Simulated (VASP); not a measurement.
# ScSi2 (P6/mmm) in VASP: notebook, part 2 of 2

VASP 6.6.1. The steps go on from the part before.

**3. Electric field gradients, PBEsol (14.67 Å³/atom)**

This run uses another cell than the first one, of 14.67 Å³/atom.

Contents of INCAR:

```
SYSTEM = ScSi2
PREC = Accurate
ENCUT = 520
EDIFF = 1E-8
ISMEAR = -1
SIGMA = 0.05
LREAL = .False.
LASPH = .True.
NELM = 80
ALGO = Normal
ISIF = 2
LWAVE = .False.
LCHARG = .False.
GGA = PS
LEFG = .True.
NBANDS = 16
```

Contents of KPOINTS:

```
regular mesh
0
Gamma
  13 13 11
  0 0 0
```

Contents of POSCAR:

```
ScSi2
1.0
    3.6354342207      0.0000000000      0.0000000000
   -1.8177171104      3.1483783889      0.0000000000
    0.0000000000      0.0000000000      3.8440260630
Sc Si
1 2
Direct
    0.0000000000      0.0000000000      0.0000000000
    0.3333333333      0.6666666667      0.5000000000
    0.6666666667      0.3333333333      0.5000000000
```

Potentials or basis: VASP PAW PBE potentials, release 64 (Sc_sv, Si).

The run is started by

```
cat potpaw_PBE.64/Sc_sv/POTCAR potpaw_PBE.64/Si/POTCAR > POTCAR
mpirun -np 1 vasp_std > vasp.out
```

OUTCAR:

```text
SYSTEM = ScSi2
   PREC = Accurate
   ENCUT = 520
   EDIFF = 1E-8
   ISMEAR = -1
   LREAL = .False.
   LASPH = .True.
   NELM = 80
   ISIF = 2
   GGA = PS

 ion  position               nearest neighbor table
   1  0.000  0.000  0.000-   2 2.85   3 2.85   2 2.85   3 2.85   3 2.85   3 2.85   2 2.85   2 2.85
                             3 2.85   3 2.85   2 2.85   2 2.85
   2  0.333  0.667  0.500-   3 2.10   3 2.10   3 2.10   1 2.85   1 2.85   1 2.85   1 2.85   1 2.85
                             1 2.85
   3  0.667  0.333  0.500-   2 2.10   2 2.10   2 2.10   1 2.85   1 2.85   1 2.85   1 2.85   1 2.85
                             1 2.85

  LATTYP: Found a hexagonal cell.
 ALAT       =     3.6354342207
 C/A-ratio  =     1.0573774217

  Lattice vectors:

 A1 = (   3.6354342207,   0.0000000000,   0.0000000000)
 A2 = (  -1.8177171104,   3.1483783889,   0.0000000000)
 A3 = (   0.0000000000,   0.0000000000,   3.8440260630)

Analysis of symmetry for initial positions (statically):
=====================================================================
 Subroutine PRICEL returns:
 Original cell was already a primitive cell.

 Routine SETGRP: Setting up the symmetry group for a
 hexagonal supercell.

 Subroutine GETGRP returns: Found 24 space group operations
 (whereof 24 operations were pure point group operations)
 out of a pool of 24 trial point group operations.

The static configuration has the point symmetry D_6h.

Analysis of symmetry for dynamics (positions and initial velocities):
=====================================================================
 Subroutine PRICEL returns:
 Original cell was already a primitive cell.

 Routine SETGRP: Setting up the symmetry group for a
 hexagonal supercell.
[... 167 lines left out ...]
      4     -18.6709      2.00000
      5      -4.6160      2.00000
      6       5.7896      2.00000
[... 433 lines left out ...]
      3     -18.7014      2.00000
      4     -18.6774      2.00000
      5      -4.2086      2.00000
      6       4.3746      2.00000
[... 8 lines left out ...]
     15      12.4696      0.00000
     16      12.7571      0.00000

 [... further k-points ...]
[... 5 lines left out ...]
  --------------------------------------------------------------------------------------
  -------------------------------------------------------------------------------------
  Total       10.8303342     10.8303342     -0.1850570     -0.0000000      0.0000000     -0.0000000
  in kB      394.3872832    394.3872832     -6.7388607     -0.0000000      0.0000000     -0.0000000
  external PRESSURE =     260.6785686 kB  Pullay stress =       0.0000000 kB

 VOLUME and BASIS-vectors are now :
 -----------------------------------------------------------------------------
  energy-cutoff  :      520.00
  volume of cell :       44.00
      direct lattice vectors                 reciprocal lattice vectors
     3.635434221  0.000000000  0.000000000     0.275070305  0.158811915  0.000000000
    -1.817717110  3.148378389  0.000000000     0.000000000  0.317623829  0.000000000
     0.000000000  0.000000000  3.844026063     0.000000000  0.000000000  0.260143918

 POSITION                                       TOTAL-FORCE (eV/Angst)
 -----------------------------------------------------------------------------------
      0.00000      0.00000      0.00000        -0.000000      0.000000      0.000000
     -0.00000      2.09892      1.92201         0.000000     -0.000000      0.000000
      1.81772      1.04946      1.92201        -0.000000      0.000000      0.000000
 -----------------------------------------------------------------------------------
    total drift:                               -0.000000      0.000000      0.000000

  FREE ENERGIE OF THE ION-ELECTRON SYSTEM (eV)
  ---------------------------------------------------
  free  energy   TOTEN  =       -18.5508599059 eV

  energy  without entropy=      -18.5349055926  energy(sigma->0) =      -18.54288275

 Electric field gradients (V/A^2)
---------------------------------------------------------------------
 ion       V_xx      V_yy      V_zz      V_xy      V_xz      V_yz
---------------------------------------------------------------------
   1       1.886     1.885    -3.771    -0.001     0.000     0.000
   2      -8.877    -8.877    17.755     0.000     0.000     0.000
   3      -8.877    -8.877    17.755     0.000     0.000     0.000
---------------------------------------------------------------------

 Electric field gradients after diagonalization (V/A^2)
 (convention: |V_zz| > |V_xx| > |V_yy|)
----------------------------------------------------------------------
 ion       V_xx      V_yy      V_zz     asymmetry (V_yy - V_xx)/ V_zz
----------------------------------------------------------------------
   1       1.887     1.885    -3.771       0.001
   2      -8.878    -8.877    17.755       0.000
   3      -8.878    -8.877    17.755       0.000
----------------------------------------------------------------------

           NMR quadrupolar parameters

 Cq : quadrupolar parameter    Cq=e*Q*V_zz/h
 eta: asymmetry parameters     (V_yy - V_xx)/ V_zz
 Q  : nuclear electric quadrupole moment in mb (millibarn)
----------------------------------------------------------------------
 ion       Cq(MHz)       eta       Q (mb)
----------------------------------------------------------------------
   1      -0.009       0.001       1.000
   2       0.043       0.000       1.000
   3       0.043       0.000       1.000
----------------------------------------------------------------------
```

stdout:

```text
POSCAR found type information on POSCAR ScSi
 POSCAR found :  2 types and       3 ions
 scaLAPACK will be used
 -----------------------------------------------------------------------------
|                                                                             |
|                                                                             |
|     You enforced a specific xc type in the INCAR file but a different       |
|     I HOPE YOU KNOW WHAT YOU ARE DOING!                                     |
|                                                                             |
 -----------------------------------------------------------------------------

 LDA part: xc-table for (Slater+PW92), standard interpolation
 POSCAR, INCAR and KPOINTS ok, starting setup
 FFT: planning ... GRIDC
 FFT: planning ... GRID_SOFT
 FFT: planning ... GRID
 WAVECAR not read
 entering main loop
ion   1

ion   2

ion   3
```

It took 2.2 min on 1 thread of Intel Xeon 8259CL, shared host; peak memory 0.22 GiB.

What came out:

```
Free energy                             : -18.5509 eV
Pressure                                : 26.1 GPa
Band gap on the k mesh                  : zero (an odd number of electrons rules out a gap without spin polarisation)
Largest electric field gradient by atom : Sc -3.8; Si +17.8 V/Å²
```

Stress tensor (GPa, compression positive):
```
39.44  0.00  0.00
 0.00 39.44  0.00
 0.00  0.00 -0.67
```

Electric field gradients, principal values (V/Å²):
| atom | least | middle | greatest (by size) |
| --- | --- | --- | --- |
| 1 Sc | 1.885 | 1.887 | -3.771 |
| 2 Si | -8.877 | -8.878 | 17.755 |
| 3 Si | -8.877 | -8.878 | 17.755 |

Caveat: the cell stands under pressure; without QUAD_EFG the Cq values of the log hold for a quadrupole moment of 1 mb, not for the nuclei; the PAW data sets were made with another functional, which shifts forces and pressure a little.
